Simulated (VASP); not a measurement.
Runs of VASP 6.6.1 on MoS2. The structure is that of space group R3m (No. 160), or close to it. The cells are those of the table. 

```tsv
task	cell	gap on the mesh (eV)	pressure (GPa)	largest force (eV/Å)
single point	a = 6.515 Å, angles 28.7°, 3 atoms	0.75	-4.5	-
single point	a = 6.443, b = 6.373, c = 6.355 Å, angles 28.5, 28.9, 28.6°, 3 atoms	(a)	(b)	1.16
electric field gradients	a = 6.474 Å, angles 28.7°, 3 atoms	0.75	-1.9	0.32
single point	a = 6.474 Å, angles 28.7°, 3 atoms	0.75	-1.9	0.32
single point	a = 6.411 Å, angles 28.7°, 3 atoms	0.74	2.6	0.83
```

Alike in all rows: level PBEsol; potentials or basis VASP PAW PBE potentials, release 64 (Mo_sv, S); no spin polarisation; k mesh 13 × 13 × 13; cutoff (eV) 520; smearing fermi-dirac 0.05 eV.

Task: Fill in the values left out.

Result: (a) 0.72; (b) 4.4.

Caveats: the PAW data sets were made with another functional, which shifts forces and pressure a little; the stress differs along the axes, from -4 to 3 GPa (at least some runs); the stress differs along the axes, from -7 to -0 GPa (at least some runs); the stress differs along the axes, from 2 to 9 GPa (at least some runs); the stress differs along the axes, from 0 to 8 GPa (at least some runs).

A k mesh can miss the band edges, and the runs leave out spin-orbit coupling on Mo.
